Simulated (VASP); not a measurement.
# EuS (Fm-3m) in VASP: a series of runs, part 2 of 2

VASP 6.6.1. Earlier steps stand in the parts before.

## Step 3: Single point, PBE, collinear spin, ferromagnetic start (25.99 Å³/atom)

This run uses another cell than the first one, of 25.99 Å³/atom.

INCAR reads:

```
SYSTEM = EuS
PREC = Accurate
ENCUT = 600
EDIFF = 1E-6
ISMEAR = 0
SIGMA = 0.05
LREAL = .False.
LASPH = .True.
NELM = 200
ALGO = Normal
ISIF = 2
LWAVE = .False.
LCHARG = .False.
ISPIN = 2
MAGMOM = 7.44 0
LORBIT = 11
LMAXMIX = 6
GGA = PE
NBANDS = 22
GGA_COMPAT = .False.
```

KPOINTS reads:

```
regular mesh
0
Gamma
  10 10 10
  0 0 0
```

POSCAR reads:

```
EuS
1.0
    0.0000000000      2.9620357301      2.9620357301
    2.9620357301      0.0000000000      2.9620357301
    2.9620357301      2.9620357301      0.0000000000
Eu S
1 1
Direct
    0.0000000000      0.0000000000      0.0000000000
    0.5000000000      0.5000000000      0.5000000000
```

Potentials or basis: VASP PAW PBE potentials, release 64 (Eu, S).

Command:

```sh
$ cat potpaw_PBE.64/Eu/POTCAR potpaw_PBE.64/S/POTCAR > POTCAR
$ mpirun -np 1 vasp_std > vasp.out
```

OUTCAR:

```text
SYSTEM = EuS
   PREC = Accurate
   ENCUT = 600
   EDIFF = 1E-6
   ISMEAR = 0
   LREAL = .False.
   LASPH = .True.
   NELM = 200
   ISIF = 2
   ISPIN = 2
   LORBIT = 11
   GGA = PE

 ion  position               nearest neighbor table
   1  0.000  0.000  0.000-   2 2.96   2 2.96   2 2.96   2 2.96   2 2.96   2 2.96
   2  0.500  0.500  0.500-   1 2.96   1 2.96   1 2.96   1 2.96   1 2.96   1 2.96

  LATTYP: Found a face centered cubic cell.
 ALAT       =     5.9240714602

  Lattice vectors:

 A1 = (   0.0000000000,   2.9620357301,   2.9620357301)
 A2 = (   2.9620357301,   0.0000000000,   2.9620357301)
 A3 = (   2.9620357301,   2.9620357301,   0.0000000000)

Analysis of symmetry for initial positions (statically):
=====================================================================
 Subroutine PRICEL returns:
 Original cell was already a primitive cell.

 Routine SETGRP: Setting up the symmetry group for a
 face centered cubic supercell.

 Subroutine GETGRP returns: Found 48 space group operations
 (whereof 48 operations were pure point group operations)
 out of a pool of 48 trial point group operations.

The static configuration has the point symmetry O_h .

Analysis of symmetry for dynamics (positions and initial velocities):
=====================================================================
 Subroutine PRICEL returns:
 Original cell was already a primitive cell.

 Routine SETGRP: Setting up the symmetry group for a
 face centered cubic supercell.

 Subroutine GETGRP returns: Found 48 space group operations
 (whereof 48 operations were pure point group operations)
 out of a pool of 48 trial point group operations.

The dynamic configuration has the point symmetry O_h .

Analysis of structural, dynamic, and magnetic symmetry:
=====================================================================
 Subroutine PRICEL returns:
 Original cell was already a primitive cell.

 Routine SETGRP: Setting up the symmetry group for a
 face centered cubic supercell.

 Subroutine GETGRP returns: Found 48 space group operations
 (whereof 48 operations were pure point group operations)
 out of a pool of 48 trial point group operations.

The overall configuration has the point symmetry O_h .

 Subroutine INISYM returns: Found 48 space group operations
 (whereof 48 operations are pure point group operations),
 and found     1 'primitive' translations

----------------------------------------------------------------------------------------

                                     Primitive cell

  volume of cell :      51.9758

  direct lattice vectors                    reciprocal lattice vectors
     0.000000000  2.962035730  2.962035730    -0.168802825  0.168802825  0.168802825
     2.962035730  0.000000000  2.962035730     0.168802825 -0.168802825  0.168802825
     2.962035730  2.962035730  0.000000000     0.168802825  0.168802825 -0.168802825

  length of vectors
     4.188951102  4.188951102  4.188951102     0.292375070  0.292375070  0.292375070

  position of ions in fractional coordinates (direct lattice)
     0.000000000  0.000000000  0.000000000
     0.500000000  0.500000000  0.500000000

  ion indices of the primitive-cell ions
   primitive index   ion index
                 1           1
                 2           2

----------------------------------------------------------------------------------------
[... 68 lines left out ...]
   ENCUT  =  600.0 eV  44.10 Ry    6.64 a.u.   8.37  8.37  8.37*2*pi/ulx,y,z
   NELM   =    200;   NELMIN=  2; NELMDL= -5     # of ELM steps
   EDIFF  = 0.1E-05   stopping-criterion for ELM
   LREAL  =      F    real-space projection
   EDIFFG = 0.1E-04   stopping-criterion for IOM
   NSW    =      0    number of steps for IOM
   IBRION =     -1    ionic relax: 0-MD 1-quasi-New 2-CG
   NFREE  =      0    steps in history (QN), initial steepest desc. (CG)
   ISIF   =      2    stress and relaxation
   ISYM   =      2    0-nonsym 1-usesym 2-fastsym
   POTIM  = 0.5000    time-step for ionic-motion
   TEBEG  =    0.0;   TEEND  =   0.0 temperature during run
   PSTRESS=    0.0 pullay stress
   NELECT =      23.0000    total number of electrons
   NUPDOWN=      -1.0000    fix difference up-down
   EMIN   =  10.00;   EMAX   =-10.00  energy-range for DOS
   EFERMI =   0.00;   METHOD = LEGACY
   ISMEAR =     0;   SIGMA  =   0.05  broadening in eV -4-tet -1-fermi 0-gaus
   EFERMI_NEDOS =   21; number of points for ismear=-14 and -15
   IALGO  =     38    algorithm
   IMIX   =      4    mixing-type and parameters
     AMIX     =   0.40;   BMIX     =  1.00
     AMIX_MAG =   1.60;   BMIX_MAG =  1.00
  volume/ion in A,a.u.               =      25.99       175.37
  Fermi-wavevector in a.u.,A,eV,Ry     =   1.247529  2.357487 21.175120  1.556327
  Thomas-Fermi vector in A             =   2.381657
   LORBIT       =     11    0 simple, 1 ext, 2 COOP (PROOUT), +10 PAW based schemes
   GGA     = PE    functional components
   LHFCALC =     F    Hartree Fock is set to
   AEXX    =    0.0000 exact exchange contribution
   IVDW    =     0    specifies the selected vdW correction
   LEPSILON=     F    determine dielectric tensor
   LRPA    =     F    only Hartree local field effects (RPA)
 spin polarized calculation
 Gauss-broadening in eV      SIGMA  =   0.05
  energy-cutoff  :      600.00
  volume of cell :       51.98
 maximum number of plane-waves:      1759
 NGX is ok and might be reduce to    36
   NGX = 17   NGY = 17   NGZ = 17

 number of electron      22.9999999 magnetization       6.9843423

 Free energy of the ion-electron system (eV)
  ---------------------------------------------------
  ext. energy  EPLUGINS =         0.00000000
  ---------------------------------------------------
  free energy    TOTEN  =       -19.91210014 eV

  energy without entropy =      -19.91111113  energy(sigma->0) =      -19.91160563

 E-fermi :   4.3738     XC(G=0):  -9.7158

 val. band max:        4.3722567458   @ k =   0.1000   0.0000   0.0000
 cond. band min:       4.3941112684   @ k =   0.1000   0.1000   0.0000
 fundamental gap:      0.0218545226
 Fermi energy:         4.3737522984

 spin component 1

 k-point     1 :       0.0000    0.0000    0.0000
  band No.  band energies     occupation
      1     -37.0920      1.00000
      2     -15.8003      1.00000
      3     -15.8003      1.00000
      4     -15.8003      1.00000
      5      -9.1303      1.00000
      6       1.6081      1.00000
[... 589 lines left out ...]
     21      10.3975      0.00000
     22      11.3846      0.00000

 [... further k-points ...]

 spin component 2

 k-point     1 :       0.0000    0.0000    0.0000
  band No.  band energies     occupation
      1     -34.0101      1.00000
      2     -13.5446      1.00000
      3     -13.5446      1.00000
      4     -13.5446      1.00000
      5      -9.1216      1.00000
      6       1.7646      1.00000
[... 589 lines left out ...]
     21      11.2748      0.00000
     22      12.1824      0.00000

 [... further k-points ...]

------------------------ aborting loop because EDIFF is reached ----------------------------------------

  FORCE on cell =-STRESS in cart. coord.  units (eV):
  Direction    XX          YY          ZZ          XY          YZ          ZX
  --------------------------------------------------------------------------------------
  -------------------------------------------------------------------------------------
  Total       -0.6685087     -0.6685087     -0.6685087      0.0000000      0.0000000      0.0000000
  in kB      -20.6070963    -20.6070963    -20.6070963      0.0000000      0.0000000      0.0000000
  external PRESSURE =     -20.6070963 kB  Pullay stress =       0.0000000 kB

 VOLUME and BASIS-vectors are now :
 -----------------------------------------------------------------------------
  energy-cutoff  :      600.00
  volume of cell :       51.98
      direct lattice vectors                 reciprocal lattice vectors
     0.000000000  2.962035730  2.962035730    -0.168802825  0.168802825  0.168802825
     2.962035730  0.000000000  2.962035730     0.168802825 -0.168802825  0.168802825
     2.962035730  2.962035730  0.000000000     0.168802825  0.168802825 -0.168802825

 POSITION                                       TOTAL-FORCE (eV/Angst)
 -----------------------------------------------------------------------------------
      0.00000      0.00000      0.00000         0.000000     -0.000000      0.000000
      2.96204      2.96204      2.96204        -0.000000      0.000000     -0.000000
 -----------------------------------------------------------------------------------
    total drift:                                0.000000      0.000000      0.000000

  FREE ENERGIE OF THE ION-ELECTRON SYSTEM (eV)
  ---------------------------------------------------
  free  energy   TOTEN  =       -19.9121001356 eV

  energy  without entropy=      -19.9111111333  energy(sigma->0) =      -19.91160563

 total charge

# of ion       s       p       d       f       tot
--------------------------------------------------
    1        2.028   5.757   0.316   6.649  14.749
    2        1.316   2.435   0.000   0.000   3.751
--------------------------------------------------
tot          3.344   8.192   0.316   6.649  18.500

 magnetization (x)

# of ion       s       p       d       f       tot
--------------------------------------------------
    1       -0.015  -0.113   0.096   6.617   6.586
    2       -0.007  -0.067   0.000   0.000  -0.074
--------------------------------------------------
tot         -0.022  -0.180   0.096   6.617   6.511
```

OSZICAR:

```text
N       E                     dE             d eps       ncg     rms          rms(c)
DAV:   1     0.150336846283E+03    0.15034E+03   -0.94009E+03  5780   0.477E+03
DAV:   2     0.724543143572E+01   -0.14309E+03   -0.12544E+03  5694   0.398E+02
DAV:   3    -0.151736172816E+02   -0.22419E+02   -0.21986E+02  6070   0.117E+02
DAV:   4    -0.174523288396E+02   -0.22787E+01   -0.22614E+01  7814   0.254E+01
DAV:   5    -0.175601734607E+02   -0.10784E+00   -0.10771E+00  6808   0.718E+00    0.297E+01
DAV:   6    -0.205591245666E+02   -0.29990E+01   -0.27095E+00  5472   0.208E+01    0.187E+01
DAV:   7    -0.200330910129E+02    0.52603E+00   -0.31747E+00  6318   0.292E+01    0.110E+01
DAV:   8    -0.199531946448E+02    0.79896E-01   -0.23612E+00  5270   0.236E+01    0.887E+00
DAV:   9    -0.199204625063E+02    0.32732E-01   -0.22093E-01  7074   0.726E+00    0.294E+00
DAV:  10    -0.199119327690E+02    0.85297E-02   -0.76546E-02  6378   0.432E+00    0.247E+00
DAV:  11    -0.199126218010E+02   -0.68903E-03   -0.52839E-03  6846   0.681E-01    0.207E+00
DAV:  12    -0.199119954445E+02    0.62636E-03   -0.10940E-02  6628   0.159E+00    0.683E-01
DAV:  13    -0.199120717471E+02   -0.76303E-04   -0.71439E-04  7718   0.313E-01    0.321E-01
DAV:  14    -0.199120815720E+02   -0.98249E-05   -0.11393E-04  7010   0.112E-01    0.201E-01
DAV:  15    -0.199120966806E+02   -0.15109E-04   -0.19901E-05  6678   0.462E-02    0.154E-01
DAV:  16    -0.199121005377E+02   -0.38571E-05   -0.15027E-05  6562   0.516E-02    0.105E-01
DAV:  17    -0.199121001356E+02    0.40210E-06   -0.23879E-06  5814   0.196E-02
   1 F= -.19912100E+02 E0= -.19911606E+02  d E =-.989002E-03  mag=     6.9835
```

stdout:

```text
POSCAR found type information on POSCAR EuS
 POSCAR found :  2 types and       2 ions
 scaLAPACK will be used
 LDA part: xc-table for (Slater+PW92), standard interpolation
 POSCAR, INCAR and KPOINTS ok, starting setup
 FFT: planning ... GRIDC
 FFT: planning ... GRID_SOFT
 FFT: planning ... GRID
 WAVECAR not read
 entering main loop
```

It took 1.8 min on 1 thread of Intel Xeon 6975P-C (Granite Rapids), shared host; peak memory 0.31 GiB.

Results:

| Quantity | Value |
| --- | --- |
| Free energy | -19.9121 eV |
| Pressure | -2.1 GPa |
| Band gap on the k mesh | zero (filled and empty bands overlap) |
| Net moment | 6.98 μB per cell |
| Site moments | Eu +6.59; S -0.07 μB |
| Valence electrons inside the program's atomic spheres | Eu 14.75; S 3.75 |

Caveat: spin-orbit coupling is left out, which moves the levels of the heavy elements; a cell with one magnetic atom can't hold antiferromagnetic order, which such compounds often take; semilocal functionals describe open f shells poorly, which spoils levels, moments and volumes.

## Step 4: Comparison with measurements

Step 2. Against the measured gap of EuS, 1.72 eV (optical; 300 K; powder; “Crystal-field mediated electronic transitions of EuS up to 35 GPa”, 2022, pmc:8786971), the calculated 0.00 eV is off by -1.72 eV. So large a miss can be the level of theory's own, or it may mean another phase, state or a wrong row. Spin-orbit coupling on Eu is left out. The value is that of PBE on a finite k mesh, which can miss the band edges, without temperature or zero-point motion. Semilocal functionals fall short of measured gaps as a rule. The run's magnetic order (collinear spin, ferromagnetic start) needn't be the measured crystal's.
